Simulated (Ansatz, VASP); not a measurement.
## Ta2F in VASP and in Ansatz

```
CELL_PARAMETERS angstrom
2.93519 0.00000 0.00000
-1.46760 2.54195 0.00000
0.00000 0.00000 13.24091
ATOMIC_POSITIONS crystal
Ta 0.00000 0.00000 0.28499
Ta 0.00000 0.00000 0.71501
Ta 0.33333 0.66667 0.09516
Ta 0.66667 0.33333 0.90484
F 0.66667 0.33333 0.39365
F 0.33333 0.66667 0.60635
```

Alike in both runs: task relaxation of cell and atoms; functional PBE; k mesh 12 × 12 × 4; occupations gaussian, width 0.1 eV; no spin polarisation.

|  | VASP | Ansatz |
| --- | --- | --- |
| version | VASP 6.6.1 | Ansatz 0.2.0 |
| potentials or method | VASP PAW PBE potentials, release 64 (Ta_pv, F), cutoff 600 eV | scalar-relativistic, plane waves, PAW |
| valence electrons in the cell | 58 | 66 |

|  | VASP | Ansatz | Ansatz less VASP |
| --- | --- | --- | --- |
| gap on the k mesh at the Fermi level, each at its own relaxed structure (eV) | none | none | - |
| relaxed volume (Å³/atom) | 16.70 | 17.06 | +0.355 |
| relaxed length of the cell vector where the two differ most in proportion (Å) | 13.376 | 13.682 | +0.3061 |

A gap of «none» marks a metal or a gap that the smearing closes. VASP's potentials hold 58 valence electrons a cell and Ansatz's 66, so a difference there can come from the potentials and not from the codes.

Neither program's run includes spin-orbit coupling.
